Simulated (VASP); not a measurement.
# BaTiO3 (R3m) in VASP: single point with r2SCAN

Aim: the single point of BaTiO3 with r2SCAN.

All numbers are computed with VASP 6.6.1; they aren't measurements. Logs are shortened: lines on timing, memory, paths and dates and some standing lists are left out, and cuts for length are marked.

## Step 1: The cell of the first run

Symmetry: R3m, No. 160, trigonal system. The conventional cell has a = 5.658 Å, b = 5.658 Å, c = 6.958 Å, α = 90.00°, β = 90.00°, γ = 120.00°. Ba (site symmetry 3m) has 12 O at 2.79 to 2.89 Å and 8 Ti at 3.38 to 3.58 Å within 3.7 Å. Ti (site symmetry 3m) has 6 O at 1.87 to 2.14 Å within 2.5 Å. O (site symmetry m) has 2 Ti at 1.87 to 2.14 Å within 2.5 Å.

## Step 2: Single point, r2SCAN

Contents of POSCAR:

```
BaTiO3
1.0
    4.0174559900      4.0064587700      0.0000000000
    0.0219544100      4.0174059500      4.0064487600
    4.0174559900      0.0109471800      4.0064487600
Ba Ti O
2 2 6
Direct
    0.0000000000      0.0000000000      0.0000000000
    0.5000000000      0.5000000000      0.5000000000
    0.2426500000      0.2426500000      0.2426500000
    0.7426500000      0.7426500000      0.7426500000
    0.4995500000      0.0092500000      0.0092500000
    0.9995500000      0.5092500000      0.5092500000
    0.0092500000      0.4995500000      0.0092500000
    0.5092500000      0.9995500000      0.5092500000
    0.0092500000      0.0092500000      0.4995500000
    0.5092500000      0.5092500000      0.9995500000
```

Contents of INCAR.step1:

```
SYSTEM = BaTiO3
  ALGO = Normal
  EDIFF = 1E-4
  ENCUT = 520
  GGA = PE
  ISMEAR = -1
  LASPH = .TRUE.
  LCHARG = .FALSE.
  LREAL = .FALSE.
  LWAVE = .TRUE.
  NBANDS = 51
  NELM = 100
  PREC = Accurate
  SIGMA = 0.1
```

Contents of INCAR.step2:

```
SYSTEM = BaTiO3
  ALGO = Normal
  EDIFF = 1E-7
  ENCUT = 520
  ISIF = 2
  ISMEAR = -1
  ISTART = 1
  LASPH = .TRUE.
  LCHARG = .FALSE.
  LMIXTAU = .TRUE.
  LREAL = .FALSE.
  LWAVE = .FALSE.
  METAGGA = R2SCAN
  NBANDS = 51
  NELM = 100
  PREC = Accurate
  SIGMA = 0.1
```

Contents of KPOINTS:

```
k-points
0
G
  6 6 6
  0 0 0
```

Potentials or basis: VASP PAW PBE potentials, release 64 (Ba_sv, Ti_sv, O).

The run is started by

```sh
$ cat potpaw_PBE.64/Ba_sv/POTCAR potpaw_PBE.64/Ti_sv/POTCAR potpaw_PBE.64/O/POTCAR > POTCAR
$ cp INCAR.step1 INCAR
$ mpirun -np 1 vasp_std > vasp.out
$ cp INCAR.step2 INCAR
$ mpirun -np 1 vasp_std > vasp.out
```

OUTCAR:

```text
SYSTEM = BaTiO3
   EDIFF = 1E-7
   ENCUT = 520
   ISIF = 2
   ISMEAR = -1
   ISTART = 1
   LASPH = .TRUE.
   LREAL = .FALSE.
   METAGGA = R2SCAN
   NELM = 100
   PREC = Accurate

 ion  position               nearest neighbor table
   1  0.000  0.000  0.000-   7 2.79   5 2.79   9 2.79   8 2.83   6 2.83   8 2.83   6 2.83  10 2.83
                            10 2.83   7 2.89   5 2.89   9 2.89   3 3.38   4 3.43   4 3.43   4 3.43
   2  0.500  0.500  0.500-   8 2.79   6 2.79  10 2.79   7 2.83   5 2.83   7 2.83   5 2.83   9 2.83
                             9 2.83   8 2.89   6 2.89  10 2.89   4 3.38   3 3.43   3 3.43   3 3.43
   3  0.243  0.243  0.243-   9 1.87   5 1.87   7 1.87  10 2.14   6 2.14   8 2.14   1 3.38   2 3.43
                             2 3.43   2 3.43   1 3.50   1 3.50   1 3.50   2 3.58
   4  0.743  0.743  0.743-  10 1.87   6 1.87   8 1.87   9 2.14   5 2.14   7 2.14   2 3.38   1 3.43
                             1 3.43   1 3.43   2 3.50   2 3.50   2 3.50   1 3.58
   5  0.500  0.009  0.009-   3 1.87   4 2.14   1 2.79   2 2.83   2 2.83   1 2.89
   6  1.000  0.509  0.509-   4 1.87   3 2.14   2 2.79   1 2.83   1 2.83   2 2.89
   7  0.009  0.500  0.009-   3 1.87   4 2.14   1 2.79   2 2.83   2 2.83   1 2.89
   8  0.509  1.000  0.509-   4 1.87   3 2.14   2 2.79   1 2.83   1 2.83   2 2.89
   9  0.009  0.009  0.500-   3 1.87   4 2.14   1 2.79   2 2.83   2 2.83   1 2.89
  10  0.509  0.509  1.000-   4 1.87   3 2.14   2 2.79   1 2.83   1 2.83   2 2.89

  LATTYP: Found a trigonal (rhomboedric) cell.
 ALAT       =     5.6737698673
 COS(alpha) =     0.5027317628

  Lattice vectors:

 A1 = (   4.0174559900,   4.0064587700,   0.0000000000)
 A2 = (   0.0219544100,   4.0174059500,   4.0064487600)
 A3 = (   4.0174559900,   0.0109471800,   4.0064487600)

Analysis of symmetry for initial positions (statically):
=====================================================================
 Subroutine PRICEL returns following result:

  LATTYP: Found a trigonal (rhomboedric) cell.
 ALAT       =     4.0064787540
 COS(alpha) =     0.0027398635

  Lattice vectors:

 A1 = (   0.0109772050,   0.0109471800,   4.0064487600)
 A2 = (   4.0064787850,   0.0000000000,   0.0000000000)
 A3 = (   0.0109772050,   4.0064587700,   0.0000000000)

   2 primitive cells build up your supercell.

 Routine SETGRP: Setting up the symmetry group for a
 trigonal (rhombohedral) supercell.

 Subroutine GETGRP returns: Found  6 space group operations
 (whereof  6 operations were pure point group operations)
 out of a pool of 12 trial point group operations.

The static configuration has the point symmetry C_3v.

Analysis of symmetry for dynamics (positions and initial velocities):
=====================================================================
 Subroutine PRICEL returns following result:

  LATTYP: Found a trigonal (rhomboedric) cell.
 ALAT       =     4.0064787540
 COS(alpha) =     0.0027398635

  Lattice vectors:

 A1 = (   0.0109772050,   0.0109471800,   4.0064487600)
 A2 = (   4.0064787850,   0.0000000000,   0.0000000000)
 A3 = (   0.0109772050,   4.0064587700,   0.0000000000)

   2 primitive cells build up your supercell.

 Routine SETGRP: Setting up the symmetry group for a
 trigonal (rhombohedral) supercell.

 Subroutine GETGRP returns: Found  6 space group operations
 (whereof  6 operations were pure point group operations)
 out of a pool of 12 trial point group operations.

The dynamic configuration has the point symmetry C_3v.

 Subroutine INISYM returns: Found  6 space group operations
 (whereof  6 operations are pure point group operations),
 and found     2 'primitive' translations

----------------------------------------------------------------------------------------

                                     Primitive cell

  volume of cell :      64.3107

  direct lattice vectors                    reciprocal lattice vectors
     0.010977205  0.010947180  4.006448760     0.000000000  0.000000000  0.249597601
     4.006478785  0.000000000  0.000000000     0.249595731 -0.000683862 -0.000681995
     0.010977205  4.006458770  0.000000000     0.000000000  0.249596978 -0.000681996

  length of vectors
     4.006478754  4.006478785  4.006473808     0.249597601  0.249597599  0.249597909

  position of ions in fractional coordinates (direct lattice)
     0.000000000  0.000000000  0.000000000
     0.485300000  0.485300000  0.485300000
     0.018500000  0.508800000  0.508800000
     0.508800000  0.018500000  0.508800000
     0.508800000  0.508800000  0.018500000

  ion indices of the primitive-cell ions
   primitive index   ion index
                 1           1
                 2           3
                 3           5
                 4           7
                 5           9

----------------------------------------------------------------------------------------

 KPOINTS: k-points

Automatic generation of k-mesh.
 Grid dimensions read from file:
 generate k-points for:    6    6    6

 Generating k-lattice:

  Cartesian coordinates                     Fractional coordinates (reciprocal lattice)
     0.020799644  0.020742760 -0.020913466     0.166666667 -0.000000000  0.000000000
    -0.020799644  0.020856737  0.020799800    -0.000000000  0.166666667 -0.000000000
     0.020799644 -0.020856737  0.020799800     0.000000000  0.000000000  0.166666667

  Length of vectors
     0.036059123  0.036059123  0.036059123

  Shift w.r.t. Gamma in fractional coordinates (k-lattice)
     0.000000000  0.000000000  0.000000000

 Subroutine IBZKPT returns following result:
 ===========================================

 Found     32 irreducible k-points:

 Following reciprocal coordinates:
            Coordinates               Weight
  0.000000  0.000000  0.000000      1.000000
  0.166667  0.000000  0.000000      6.000000
  0.333333  0.000000  0.000000      6.000000
  0.500000 -0.000000 -0.000000      3.000000
  0.166667  0.166667  0.000000      6.000000
  0.333333  0.166667  0.000000     12.000000
[... 16 lines left out ...]
  0.500000  0.500000  0.166667      6.000000
 -0.333333  0.500000  0.166667     12.000000
 [... further k-points ...]
   k-points           NKPTS =     32   k-points in BZ     NKDIM =     32   number of bands    NBANDS=     51
   number of dos      NEDOS =    301   number of ions     NIONS =     10
   total plane-waves  NPLWV =  74088
   dimension x,y,z NGX =    42 NGY =   42 NGZ =   42
   dimension x,y,z NGXF=    84 NGYF=   84 NGZF=   84
   ions per type =               2   2   6
   NGX,Y,Z   is equivalent  to a cutoff of  12.31, 12.31, 12.31 a.u.
   NGXF,Y,Z  is equivalent  to a cutoff of  24.61, 24.61, 24.61 a.u.
 SYSTEM =  BaTiO3
   PREC   = accura    normal or accurate (medium, high low for compatibility)
   ISTART =      1    job   : 0-new  1-cont  2-samecut
   ICHARG =      0    charge: 1-file 2-atom 10-const
   ISPIN  =      1    spin polarized calculation?
   LNONCOLLINEAR =      F non collinear calculations
   LSORBIT =      F    spin-orbit coupling
   LASPH  =      T    aspherical Exc in radial PAW
   ENCUT  =  520.0 eV  38.22 Ry    6.18 a.u.  10.55 10.55 10.55*2*pi/ulx,y,z
   NELM   =    100;   NELMIN=  2; NELMDL=  0     # of ELM steps
   EDIFF  = 0.1E-06   stopping-criterion for ELM
   LREAL  =      F    real-space projection
   EDIFFG = 0.1E-05   stopping-criterion for IOM
   NSW    =      0    number of steps for IOM
   IBRION =     -1    ionic relax: 0-MD 1-quasi-New 2-CG
   NFREE  =      0    steps in history (QN), initial steepest desc. (CG)
   ISIF   =      2    stress and relaxation
   ISYM   =      2    0-nonsym 1-usesym 2-fastsym
   POTIM  = 0.5000    time-step for ionic-motion
   TEBEG  =    0.0;   TEEND  =   0.0 temperature during run
   PSTRESS=    0.0 pullay stress
   NELECT =      80.0000    total number of electrons
   NUPDOWN=      -1.0000    fix difference up-down
   EMIN   =  10.00;   EMAX   =-10.00  energy-range for DOS
   EFERMI =   0.00;   METHOD = LEGACY
   ISMEAR =    -1;   SIGMA  =   0.10  broadening in eV -4-tet -1-fermi 0-gaus
   EFERMI_NEDOS =   21; number of points for ismear=-14 and -15
   IALGO  =     38    algorithm
   IMIX   =      4    mixing-type and parameters
     AMIX     =   0.40;   BMIX     =  1.00
     AMIX_MAG =   1.60;   BMIX_MAG =  1.00
  volume/ion in A,a.u.               =      12.86        86.80
  Fermi-wavevector in a.u.,A,eV,Ry     =   1.397442  2.640782 26.570057  1.952844
  Thomas-Fermi vector in A             =   2.520698
   LORBIT       =      0    0 simple, 1 ext, 2 COOP (PROOUT), +10 PAW based schemes
   METAGGA = R2SCAN    functional components
   LHFCALC =     F    Hartree Fock is set to
   AEXX    =    0.0000 exact exchange contribution
   IVDW    =     0    specifies the selected vdW correction
   LEPSILON=     F    determine dielectric tensor
   LRPA    =     F    only Hartree local field effects (RPA)
 non-spin polarized calculation
  energy-cutoff  :      520.00
  volume of cell :      128.62
 maximum number of plane-waves:      3485
   NGX = 21   NGY = 21   NGZ = 21

 number of electron      80.0000000 magnetization

 Free energy of the ion-electron system (eV)
  ---------------------------------------------------
  ext. energy  EPLUGINS =         0.00000000
  ---------------------------------------------------
  free energy    TOTEN  =      -148.51214472 eV

  energy without entropy =     -148.51214398  energy(sigma->0) =     -148.51214435

 E-fermi :   4.8635     XC(G=0): -11.8832

 val. band max:        3.4489597018   @ k =   0.0000   0.0000   0.0000
 cond. band min:       6.2199865110   @ k =   0.0000   0.0000   0.0000
 fundamental gap:      2.7710268092
 Fermi energy:         4.8634817095

 k-point     1 :       0.0000    0.0000    0.0000
  band No.  band energies     occupation
      1     -55.0640      2.00000
      2     -55.0607      2.00000
      3     -30.3197      2.00000
      4     -30.3197      2.00000
      5     -30.3172      2.00000
      6     -30.2671      2.00000
[... 43 lines left out ...]
     50       9.0643      0.00000
     51      10.7081      0.00000
[... 1240 lines left out ...]
     50      11.2876      0.00000
     51      11.3858      0.00000

 [... further k-points ...]
[... 5 lines left out ...]
  --------------------------------------------------------------------------------------
  -------------------------------------------------------------------------------------
  Total        2.9546168      2.9549529      2.9553009     -0.0626808     -0.0623387     -0.0625098
  in kB       36.8043054     36.8084925     36.8128269     -0.7807854     -0.7765242     -0.7786558
  external PRESSURE =      36.8085416 kB  Pullay stress =       0.0000000 kB

 VOLUME and BASIS-vectors are now :
 -----------------------------------------------------------------------------
  energy-cutoff  :      520.00
  volume of cell :      128.62
      direct lattice vectors                 reciprocal lattice vectors
     4.017455990  4.006458770  0.000000000     0.124797865  0.124456558 -0.125480796
     0.021954410  4.017405950  4.006448760    -0.124797865  0.125140420  0.124798800
     4.017455990  0.010947180  4.006448760     0.124797865 -0.125140420  0.124798801

 POSITION                                       TOTAL-FORCE (eV/Angst)
 -----------------------------------------------------------------------------------
      0.00000      0.00000      0.00000        -0.050874     -0.050735     -0.050597
      4.02843      4.01741      4.00645        -0.050874     -0.050735     -0.050597
      1.95500      1.94965      1.94433         0.125361      0.125018      0.124677
      5.98343      5.96705      5.95078         0.125361      0.125018      0.124677
      2.04428      2.03869      0.07412         0.035716      0.035618     -0.146114
      6.07272      6.05609      4.08057         0.035716      0.035618     -0.146114
      0.08529      2.04406      2.03848        -0.145918      0.036115      0.036017
      4.11372      6.06146      6.04493        -0.145918      0.036115      0.036017
      2.04428      0.07969      2.03848         0.035716     -0.146016      0.036017
      6.07272      4.09710      6.04493         0.035716     -0.146016      0.036017
 -----------------------------------------------------------------------------------
    total drift:                               -0.001512     -0.001694     -0.001504

  FREE ENERGIE OF THE ION-ELECTRON SYSTEM (eV)
  ---------------------------------------------------
  free  energy   TOTEN  =      -148.5121447229 eV

  energy  without entropy=     -148.5121439764  energy(sigma->0) =     -148.51214435
```

Wall time 22 min (1 thread of Oxide Virtual Turin-like, shared host); peak memory 0.37 GiB.

Results:

* Free energy: -148.5121 eV
* Pressure: 3.7 GPa
* Largest force: 0.217 eV/Å
* Band gap on the k mesh: 2.77 eV

Forces on the atoms (eV/Å):
```
Ba  -0.051 -0.051 -0.051
Ba  -0.051 -0.051 -0.051
Ti   0.125  0.125  0.125
Ti   0.125  0.125  0.125
O    0.036  0.036 -0.146
O    0.036  0.036 -0.146
O   -0.146  0.036  0.036
O   -0.146  0.036  0.036
O    0.036 -0.146  0.036
O    0.036 -0.146  0.036
```

Caveat: the cell stands under pressure; the PAW data sets were made with another functional, which shifts forces and pressure a little; spin-orbit coupling is left out, which moves the levels of the heavy elements. A k mesh can miss the band edges.
